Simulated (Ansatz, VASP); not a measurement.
## Two plane-wave programs on SiC2

The input INCAR:

```
ALGO     = Normal         # electronic algorithm
EDIFF    = 1E-7           # SCF threshold, eV
EDIFFG   = -0.01          # ionic threshold
ENCUT    = 600            # plane-wave cutoff, eV
GGA      = PE             # functional
IBRION   = 2              # ionic algorithm
ISIF     = 3              # what is computed and relaxed
ISMEAR   = 0              # smearing method
LASPH    = T              # aspherical terms in the spheres
LCHARG   = F              # write CHGCAR
LREAL    = F              # projectors in reciprocal space
LWAVE    = F              # write WAVECAR
NELM     = 60             # most SCF steps
NSW      = 100            # ionic steps
PREC     = Accurate       # precision mode
SIGMA    = 0.1            # smearing width, eV
```

The input KPOINTS:

```
k-points
0
Gamma
  18 18 6
```

POSCAR

```
SiC2
1.0
    2.7060274458      0.0000000000      0.0000000000
   -1.3530137229      2.3434885114      0.0000000000
    0.0000000000      0.0000000000      7.8074644507
Si C
2 4
Direct
    0.6666666667      0.3333333333      0.8413823944
    0.6666666667      0.3333333333      0.1586176056
    0.3333333333      0.6666666667      0.6288216254
    0.3333333333      0.6666666667      0.0000000000
    0.3333333333      0.6666666667      0.3711783746
    0.6666666667      0.3333333333      0.5000000000
```

Input for Ansatz:

```yaml
crystal:
  lattice:
    - [2.7060274458, 0.0, 0.0]
    - [-1.3530137229, 2.3434885114, 0.0]
    - [0.0, 0.0, 7.8074644507]
  atoms:
    - { symbol: Si, position: [0.6666666667, 0.3333333333, 0.8413823944] }
    - { symbol: Si, position: [0.6666666667, 0.3333333333, 0.1586176056] }
    - { symbol: C, position: [0.3333333333, 0.6666666667, 0.6288216254] }
    - { symbol: C, position: [0.3333333333, 0.6666666667, 0.0] }
    - { symbol: C, position: [0.3333333333, 0.6666666667, 0.3711783746] }
    - { symbol: C, position: [0.6666666667, 0.3333333333, 0.5] }
basis:
  ecutwfc: 420
kpoints:
  mp_grid: { grid: [18, 18, 6] }
hamiltonian:
  xc: pbe
scf:
  occupations: { method: gaussian, width: 0.1 }
output:
  forces: true
  stress: true
  eigenvalues: true
  write_density: true
  write_potential: true
  elf: true
  volumetric_format: npy
relax:
  adjacent_minimum: "off"
  f_tol: 0.01
  max_steps: 80
  cell: { stress_tol: 0.05 }
```

Alike in both runs: task relaxation of cell and atoms; functional PBE; k mesh 18 × 18 × 6; occupations gaussian, width 0.1 eV; no spin polarisation.

|  | VASP | Ansatz |
| --- | --- | --- |
| version | VASP 6.6.1 | Ansatz 0.2.0 |
| potentials or method | VASP PAW PBE potentials, release 64 (Si, C), cutoff 600 eV | scalar-relativistic, plane waves, PAW |
| valence electrons in the cell | 24 | 24 |

|  | VASP | Ansatz | Ansatz less VASP |
| --- | --- | --- | --- |
| gap on the k mesh at the Fermi level, each at its own relaxed structure (eV) | none | none | - |
| relaxed volume (Å³/atom) | 8.30 | 8.30 | +0.001 |
| relaxed cell length with the largest relative difference (Å) | 2.704 | 2.705 | +0.0003 |

A gap of «none» marks a metal or a gap that the smearing closes.
